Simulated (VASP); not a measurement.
Write the native input for VASP 6.6.1 that does the following.

| Quantity | Value |
| --- | --- |
| Task | single point |
| Functional | LDA |
| Potentials or basis | VASP PAW LDA potentials, release 64 (Fe, As) |
| Cutoff | 520 eV |
| k mesh | 8 × 6 × 12 |
| Occupations | gaussian, width 0.01 eV |
| Spin | no spin polarisation |
| Dipole correction | no |
| Further INCAR settings | ALGO = Normal; EDIFF = 1e-07; NBANDS = 27 |

The structure of FeAs2 lies in POSCAR:

```
FeAs2
1.0
    5.1644111062      0.0000000000      0.0000000000
    0.0000000000      5.8032146886      0.0000000000
    0.0000000000      0.0000000000      2.7840852609
Fe As
2 4
Direct
    0.0000000000      0.0000000000      0.0000000000
    0.5000000000      0.5000000000      0.5000000000
    0.1792099367      0.3602132261      0.0000000000
    0.8207900633      0.6397867739      0.0000000000
    0.6792099367      0.1397867739      0.5000000000
    0.3207900633      0.8602132261      0.5000000000
```

These files were run (other wordings do the same):

INCAR

```
  PREC = Accurate
  ENCUT = 520
  EDIFF = 1E-7
  ISMEAR = 0
  SIGMA = 0.01
  LREAL = False
  LASPH = True
  NELM = 80
  ALGO = Normal
  ISIF = 2
  LWAVE = False
  LCHARG = True
  GGA = CA
  LELF = True
  LVHAR = True
  NBANDS = 27
```

KPOINTS

```
regular mesh
0
Gamma
  8 6 12
```

Potentials or basis: VASP PAW LDA potentials, release 64 (Fe, As).

Launch:

```console
$ cat potpaw_LDA.64/Fe/POTCAR potpaw_LDA.64/As/POTCAR > POTCAR
$ mpirun -np 1 vasp_std > vasp.out
```

Results of the run:

The pressure is 6.2 GPa and the largest force is 0.041 eV/Å. The band gap on the k mesh is 0.20 eV (least direct gap 0.53 eV).

Caveat: the cell stands under pressure.

Run time: 3.4 min on 1 thread of AMD EPYC 9R45 96-Core Processor (Zen 5) (shared host), peak memory 0.34 GiB.
